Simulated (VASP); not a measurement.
Wanted: the native input for a VASP 6.6.1 run.

* Task: single point
* Functional: PBE
* Dispersion: D3(BJ)
* Potentials or basis: VASP PAW PBE potentials, release 64 (Ir)
* Cutoff: 520 eV
* k mesh: 13 × 13 × 13
* Occupations: fermi-dirac, width 0.1 eV
* Spin: no spin polarisation
* Dipole correction: no
* Further INCAR settings: ALGO = Normal; EDIFF = 1e-06; NBANDS = 10

The structure of Ir lies in POSCAR:

```
Ir
1.0
    0.0000000000      1.8984188054      1.8984188054
    1.8984188054      0.0000000000      1.8984188054
    1.8984188054      1.8984188054      0.0000000000
Ir
1
Direct
    0.0000000000      0.0000000000      0.0000000000
```

The input as run:

INCAR

```
  PREC = Accurate
  ENCUT = 520
  EDIFF = 1E-6
  ISMEAR = -1
  SIGMA = 0.1
  LREAL = False
  LASPH = True
  NELM = 100
  ALGO = Normal
  ISIF = 2
  LWAVE = False
  LCHARG = True
  GGA = PE
  IVDW = 12
  LELF = True
  LVHAR = True
  NBANDS = 10
```

KPOINTS

```
Automatic mesh
0
Gamma
  13 13 13
```

Potentials or basis: VASP PAW PBE potentials, release 64 (Ir).

Command:

```sh
$ cat potpaw_PBE.64/Ir/POTCAR > POTCAR
$ mpirun -np 1 vasp_std > vasp.out
```

It gave:

```yaml
Pressure: 15.4 GPa
Dispersion_energy_per_atom: -0.761 eV
```

Caveat: pairwise dispersion overbinds metals, which lowers pressure and volume.

It took 15 s on 1 thread of AMD EPYC 7R13 (shared host), peak memory 0.11 GiB.
